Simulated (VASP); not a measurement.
SbOs:

```xyz
2
Lattice="0.0000 2.7136 2.7136 2.7136 0.0000 2.7136 2.7136 2.7136 0.0000" Properties=species:S:1:pos:R:3 pbc="T T T"
Os    2.7136    2.7136    2.7136
Sb    0.0000    0.0000    0.0000
```

Base run:

```yaml
Program: VASP 6.6.1
Functional: PBE
Potentials_or_basis: VASP PAW PBE potentials, release 64 (Os, Sb)
Cutoff: 520 eV
k_mesh: 12 × 12 × 12
Occupations: gaussian, width 0.05 eV
Spin: no spin polarisation
```

Its results: pressure -0.3 GPa.

The run is repeated on the same cell with these changes: functional from PBE to PBEsol. What comes out?

Pressure -5.8 GPa.

PBEsol binds more tightly than PBE, so the same cell stands under less pressure.

Caveats: the PAW data sets were made with another functional, which shifts forces and pressure a little (some runs).
